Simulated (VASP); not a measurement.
# Si (Cmmm) in VASP: a series of runs, part 2 of 2

VASP 6.6.1. The steps go on from the part before.

## Step 4: Single point, PBE

This run uses another cell than the first one: it holds 6 atoms, not 3.

Contents of INCAR:

```
SYSTEM = Si
PREC = Accurate
ENCUT = 520
EDIFF = 1E-6
ISMEAR = 0
SIGMA = 0.2
LREAL = .FALSE.
LASPH = .TRUE.
NELM = 80
ALGO = Normal
ISIF = 2
LWAVE = .FALSE.
LCHARG = .FALSE.
GGA = PE
NBANDS = 21
```

Contents of KPOINTS:

```
regular mesh
0
G
  6 6 4
  0 0 0
```

Contents of POSCAR:

```
Si
1.0
    0.0000000000      0.0000000000      3.6152054824
    1.8376988399     -4.6347135006      0.0000000000
    5.5130965198      4.6347135006      0.0000000000
Si
6
Direct
    0.5000000000      0.5071180068      0.1642939977
    0.5000000000      0.0071180068      0.6642939977
    0.5000000000      0.9928819932      0.3357060023
    0.5000000000      0.4928819932      0.8357060023
    0.0000000000      0.2500000000      0.2500000000
    0.0000000000      0.7500000000      0.7500000000
```

The run is started by

```console
$ cat potpaw_PBE.64/Si/POTCAR > POTCAR
$ mpirun -np 1 vasp_std > vasp.out
```

Run time: 88 s. Hardware: 1 thread of Intel Xeon 6975P-C, shared host; peak memory 0.28 GiB.

It converged, with:

* Free energy: -29.7227 eV
* Pressure: -0.1 GPa
* Largest force: 0.017 eV/Å
* Band gap on the k mesh: zero (bands 12 and 13 overlap by 2.09 eV)

Forces on the atoms (eV/Å):
```
Si  -0.007 -0.016  0.000
Si  -0.007 -0.016  0.000
Si   0.007  0.016  0.000
Si   0.007  0.016  0.000
Si   0.000  0.000  0.000
Si   0.000  0.000  0.000
```

Stress tensor (GPa, compression positive):
```
-0.02 -0.01  0.00
-0.01 -0.29  0.00
 0.00  0.00  0.13
```

Levels at points of the mesh, in eV from the Fermi level:
| k point | band 8 | band 9 | band 10 | band 11 | band 12 | band 13 | band 14 | band 15 | band 16 | band 17 |
| --- | --- | --- | --- | --- | --- | --- | --- | --- | --- | --- |
| (0.00, 0.00, 0.00) | -2.16 | -1.17 | -1.15 | -0.33 | 0.43 | 1.12 | 1.61 | 1.93 | 2.41 | 3.05 |
| (0.50, 0.00, 0.00) | -3.72 | -3.58 | -2.79 | -1.49 | -1.31 | -0.51 | -0.47 | 0.71 | 2.47 | 3.15 |
| (0.00, 0.50, 0.00) | -1.95 | -1.23 | -1.23 | 0.57 | 0.57 | 0.69 | 0.69 | 1.80 | 1.80 | 3.49 |
| (0.50, 0.50, 0.00) | -4.60 | -3.20 | -3.20 | -0.33 | -0.33 | 0.36 | 0.36 | 2.85 | 2.85 | 4.11 |
| (0.00, 0.00, 0.50) | -3.27 | -1.74 | -1.74 | -1.17 | -1.17 | 1.75 | 1.75 | 2.27 | 2.27 | 4.70 |
| (0.50, 0.00, 0.50) | -3.32 | -3.25 | -3.25 | -1.65 | -1.65 | 0.02 | 0.02 | 0.63 | 0.63 | 2.07 |
| (0.00, 0.50, 0.50) | -1.17 | -1.16 | -0.88 | -0.33 | -0.14 | 1.11 | 1.55 | 1.61 | 1.93 | 3.05 |
| (0.50, 0.50, 0.50) | -4.08 | -3.72 | -1.49 | -1.31 | -0.90 | 0.71 | 1.85 | 2.00 | 3.06 | 3.15 |

## Step 5: Relaxation of cell and atoms, PBE

Contents of INCAR:

```
ALGO     = Normal         # electronic algorithm
EDIFF    = 1E-6           # SCF threshold, eV
EDIFFG   = -0.04          # ionic threshold
ENCUT    = 600            # plane-wave cutoff, eV
GGA      = PE             # functional
IBRION   = 2              # ionic algorithm
ISIF     = 3              # what is computed and relaxed
ISMEAR   = 0              # smearing method
LASPH    = True           # aspherical terms in the spheres
LCHARG   = False          # write CHGCAR
LREAL    = False          # projectors in reciprocal space
LWAVE    = False          # write WAVECAR
NELM     = 100            # most SCF steps
NSW      = 90             # ionic steps
PREC     = Accurate       # precision mode
SIGMA    = 0.1            # smearing width, eV
```

Contents of KPOINTS:

```
k-points
0
Gamma
  6 6 6
```

Contents of POSCAR:

```
Si
1.0
    1.8402791900     -4.2519924700      0.0000000000
    1.8402791900      4.2519924700      0.0000000000
    0.0000000000      0.0000000000      3.2606844000
Si
3
Direct
    0.6780484600      0.3219515400      0.5000000000
    0.3219515400      0.6780484600      0.5000000000
    0.5000000000      0.5000000000      0.0000000000
```

The run is started by

```console
$ cat potpaw_PBE.64/Si/POTCAR > POTCAR
$ mpirun -np 1 vasp_std > vasp.out
```

Wall time 1.8 min (1 thread of Intel Xeon 6975P-C, shared host); peak memory 0.21 GiB.

Results (log left out):

| Quantity | Value |
| --- | --- |
| Free energy | -14.8474 eV |
| Relaxed volume | 20.56 Å³/atom |
| Relaxed cell | a = 4.986 Å, b = 4.986 Å, c = 3.617 Å, α = 90.00°, β = 90.00°, γ = 136.69° |
| Space group after relaxing (to 0.1 Å) | Cmmm (No. 65) |
| Energy gained by relaxing | 320.6 meV/atom |
| Ionic steps | 7 |
| Pressure after relaxing | -0.1 GPa |
| Largest force after relaxing | 0.007 eV/Å |
| Band gap on the k mesh | zero (bands 6 and 7 overlap by 3.17 eV) |

Forces in eV/Å, atoms in the order of the input:
```
Si   0.000 -0.007  0.000
Si   0.000  0.007  0.000
Si   0.000  0.000  0.000
```

Stress tensor (GPa, compression positive):
```
-0.18  0.00  0.00
 0.00  0.18  0.00
 0.00  0.00 -0.18
```

Step by step:
| step | energy change (eV) | largest force (eV/Å) | pressure (GPa) | volume (Å³) |
| --- | --- | --- | --- | --- |
| 1 | 0.0000 | 0.1028 | 25.84 | 51.03 |
| 2 | -0.5169 | 0.5460 | -8.91 | 73.88 |
| 3 | -0.9088 | 0.6688 | -0.52 | 63.03 |
| 4 | -0.9088 | 0.6662 | -0.20 | 62.78 |
| 5 | -0.9435 | 0.2444 | -0.46 | 62.67 |
| 6 | -0.9540 | 0.1260 | -0.67 | 62.56 |
| 7 | -0.9619 | 0.0071 | -0.06 | 61.69 |

Final structure:
```yaml
crystal:
  lattice:
    - [1.83996, -4.63441, 0.00000]
    - [1.83996, 4.63441, 0.00000]
    - [0.00000, 0.00000, 3.61711]
  atoms:
    - { symbol: Si, position: [0.67151, 0.32849, 0.50000] }
    - { symbol: Si, position: [0.32849, 0.67151, 0.50000] }
    - { symbol: Si, position: [0.50000, 0.50000, 0.00000] }
```

Levels at points of the mesh, in eV from the Fermi level:
```tsv
k point	band 2	band 3	band 4	band 5	band 6	band 7	band 8	band 9	band 10
(0.00, 0.00, 0.00)	-6.24	-5.82	-2.18	-1.19	0.39	1.09	2.37	3.07	4.18
(0.50, 0.00, 0.00)	-8.27	-5.52	-3.98	-1.19	-0.35	1.59	1.90	3.04	5.39
(0.50, 0.50, 0.00)	-10.52	-2.01	-1.18	-0.90	-0.17	1.08	1.52	3.14	4.09
(0.00, 0.00, 0.50)	-8.56	-4.11	-3.60	-2.81	-0.55	-0.49	2.42	3.43	3.47
(0.50, 0.00, 0.50)	-7.50	-6.98	-4.10	-3.74	-1.51	-1.33	0.68	3.13	4.45
(0.50, 0.50, 0.50)	-7.93	-7.76	-5.35	-0.93	1.84	1.96	3.02	4.39	4.73
```

Caveat: the volume moved by over 15 % at a fixed basis, so the end points are rough.

## Step 6: Single point, PBE

This run uses another cell than the first one, of 20.53 Å³/atom.

Contents of INCAR:

```
PREC = Accurate
ENCUT = 520
EDIFF = 1E-6
ISMEAR = 0
SIGMA = 0.1
LREAL = False
LASPH = True
NELM = 60
ALGO = Normal
ISIF = 2
LWAVE = False
LCHARG = False
GGA = PE
NBANDS = 13
```

Contents of KPOINTS:

```
Automatic mesh
0
Gamma
  14 14 14
```

Contents of POSCAR:

```
Si
1.0
    1.8376988399     -4.6347135006      0.0000000000
    1.8376988399      4.6347135006      0.0000000000
    0.0000000000      0.0000000000      3.6152054824
Si
3
Direct
    0.6714120046      0.3285879954      0.5000000000
    0.3285879954      0.6714120046      0.5000000000
    0.5000000000      0.5000000000      0.0000000000
```

Potentials or basis: VASP PAW PBE potentials, release 64 (Si).

The run is started by

```console
$ cat potpaw_PBE.64/Si/POTCAR > POTCAR
$ mpirun -np 1 vasp_std > vasp.out
```

It took 4 min on 1 thread of Intel Xeon 6975P-C, shared host; peak memory 0.4 GiB.

Results (log left out):

```yaml
Free_energy: -14.8573 eV
Pressure: -0.1 GPa
Band_gap_on_the_k_mesh: zero (bands 6 and 7 overlap by 3.22 eV)
```

Forces in eV/Å, atoms in the order of the input:
```
Si   0.000 -0.002  0.000
Si   0.000  0.002  0.000
Si   0.000  0.000  0.000
```

Levels at points of the mesh, in eV from the Fermi level:
| k point | band 3 | band 4 | band 5 | band 6 | band 7 | band 8 | band 9 | band 10 |
| --- | --- | --- | --- | --- | --- | --- | --- | --- |
| (0.00, 0.00, 0.00) | -5.80 | -2.16 | -1.16 | 0.43 | 1.12 | 2.40 | 3.09 | 4.21 |
| (0.50, 0.00, 0.00) | -5.51 | -3.97 | -1.17 | -0.34 | 1.61 | 1.93 | 3.06 | 5.42 |
| (0.50, 0.50, 0.00) | -1.98 | -1.16 | -0.88 | -0.15 | 1.11 | 1.55 | 3.18 | 4.10 |
| (0.00, 0.00, 0.50) | -4.10 | -3.58 | -2.79 | -0.52 | -0.48 | 2.46 | 3.46 | 3.51 |
| (0.50, 0.00, 0.50) | -6.97 | -4.08 | -3.72 | -1.49 | -1.31 | 0.70 | 3.15 | 4.46 |
| (0.50, 0.50, 0.50) | -7.74 | -5.34 | -0.90 | 1.86 | 1.99 | 3.05 | 4.42 | 4.74 |

## Step 7: The runs side by side

| task | cell | k mesh | cutoff (eV) | smearing | gap on the mesh (eV) | pressure (GPa) | largest force (eV/Å) |
| --- | --- | --- | --- | --- | --- | --- | --- |
| single point | a = 4.633, b = 4.633, c = 3.261 Å, angles 90.0, 90.0, 133.2°, 3 atoms, atomic positions A | 6 × 6 × 6 | 520 | gaussian 0.1 eV | none | 25.8 | 0.10 |
| single point | a = 4.996, b = 4.996, c = 3.608 Å, angles 90.0, 90.0, 136.8°, 3 atoms, atomic positions B | 6 × 6 × 6 | 520 | gaussian 0.1 eV | none | 0.0 | - |
| single point | a = 3.615, b = 4.986, c = 7.202 Å, angles 108.4, 90.0, 90.0°, 6 atoms, atomic positions C | 6 × 6 × 4 | 520 | gaussian 0.2 eV | none | -0.1 | 0.02 |
| relaxation of cell and atoms | relaxed from a = 4.633, b = 4.633, c = 3.261 Å, angles 90.0, 90.0, 133.2°, 3 atoms, atomic positions A | 6 × 6 × 6 | 600 | gaussian 0.1 eV | none | -0.1 | 0.01 |
| single point | a = 4.986, b = 4.986, c = 3.615 Å, angles 90.0, 90.0, 136.7°, 3 atoms, atomic positions D | 14 × 14 × 14 | 520 | gaussian 0.1 eV | none | -0.1 | - |

Alike in all rows: level PBE; potentials or basis VASP PAW PBE potentials, release 64 (Si); no spin polarisation.

Caveats: the stress differs along the axes, from 13 to 35 GPa (at least some runs); the volume moved by over 15 % at a fixed basis, so the end points are rough (at least some runs).

Total energies depend on the potentials used, so only differences within one code and one set of settings carry meaning.
